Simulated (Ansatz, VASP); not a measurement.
**Two plane-wave programs on Rb**

INCAR

```
ALGO     = Normal         # electronic algorithm
EDIFF    = 1E-7           # SCF threshold, eV
ENCUT    = 520            # plane-wave cutoff, eV
GGA      = PE             # functional
ISIF     = 2              # what is computed and relaxed
ISMEAR   = 0              # smearing method
LASPH    = T              # aspherical terms in the spheres
LCHARG   = F              # write CHGCAR
LREAL    = F              # projectors in reciprocal space
LWAVE    = F              # write WAVECAR
NBANDS   = 10             # bands
NELM     = 100            # most SCF steps
PREC     = Accurate       # precision mode
SIGMA    = 0.1            # smearing width, eV
```

KPOINTS

```
k-points
0
Gamma
  10 10 10
```

File POSCAR:

```
Rb
1.0
   -2.7771261991      2.7771261991      2.7771261991
    2.7771261991     -2.7771261991      2.7771261991
    2.7771261991      2.7771261991     -2.7771261991
Rb
1
Direct
    0.0000000000      0.0000000000      0.0000000000
```

Input for Ansatz:

```yaml
crystal:
  lattice:
    - [-2.7771261991, 2.7771261991, 2.7771261991]
    - [2.7771261991, -2.7771261991, 2.7771261991]
    - [2.7771261991, 2.7771261991, -2.7771261991]
  atoms:
    - { symbol: Rb, position: [0.0, 0.0, 0.0] }
basis:
  ecutwfc: 420
kpoints:
  mp_grid: { grid: [10, 10, 10] }
hamiltonian:
  xc: pbe
  pseudopotentials: { kind: paw }
scf:
  occupations: { method: gaussian, width: 0.1 }
output:
  forces: true
  stress: true
  eigenvalues: true
```

Alike in both runs: task single point; functional PBE; k mesh 10 × 10 × 10; occupations gaussian, width 0.1 eV; no spin polarisation.

|  | VASP | Ansatz |
| --- | --- | --- |
| version | VASP 6.6.1 | Ansatz 0.2.0 |
| potentials or method | VASP PAW PBE potentials, release 64 (Rb_sv), cutoff 520 eV | scalar-relativistic, plane waves, PAW |
| valence electrons in the cell | 9 | 9 |

|  | VASP | Ansatz | Ansatz less VASP |
| --- | --- | --- | --- |
| gap on the k mesh at the Fermi level (eV) | none | none | - |
| pressure (GPa) | 0.2 | 0.2 | 0.00 |

A gap of «none» marks a metal or a gap that the smearing closes.
